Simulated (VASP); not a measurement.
Input of a VASP 6.6.1 run:

INCAR

```
SYSTEM = C
  PREC = Accurate
  ENCUT = 600
  EDIFF = 1E-6
  ISMEAR = -1
  SIGMA = 0.1
  LREAL = .FALSE.
  LASPH = .TRUE.
  NELM = 80
  ALGO = Normal
  ISIF = 3
  LWAVE = .FALSE.
  LCHARG = .FALSE.
  GGA = CA
  IBRION = 2
  NSW = 80
  EDIFFG = -0.02
  PSTRESS = 200.0
```

The input KPOINTS:

```
regular mesh
0
G
  9 9 9
  0 0 0
```

The input POSCAR:

```
C
1.0
    1.9500000000      0.0000000000      0.0000000000
    0.0000000000      1.9500000000      0.0000000000
    0.0000000000      0.0000000000      1.9500000000
C
1
Direct
    0.0000000000      0.0000000000      0.0000000000
```

Potentials or basis: VASP PAW LDA potentials, release 64 (C).

Run with:

```sh
$ cat potpaw_LDA.64/C/POTCAR > POTCAR
$ mpirun -np 1 vasp_std > vasp.out
```

**Question.** What does it give for the band gap on the k mesh?

**Answer.** Zero (band 2 reaches 22.02 eV, above the bottom of band 3 at 11.08 eV).

**Question.** Estimate the relaxed volume.

**Answer.** 5.16 Å³/atom.

Final structure:
```xyz
1
Lattice="1.7280 0.0000 0.0000 0.0000 1.7280 0.0000 0.0000 0.0000 1.7280" Properties=species:S:1:pos:R:3 pbc="T T T"
C     0.0000    0.0000    0.0000
```

Caveat: the cell is relaxed towards a set pressure, so the enthalpy falls and the energy may rise; the volume moved by over 15 % at a fixed basis, so the end points are rough.
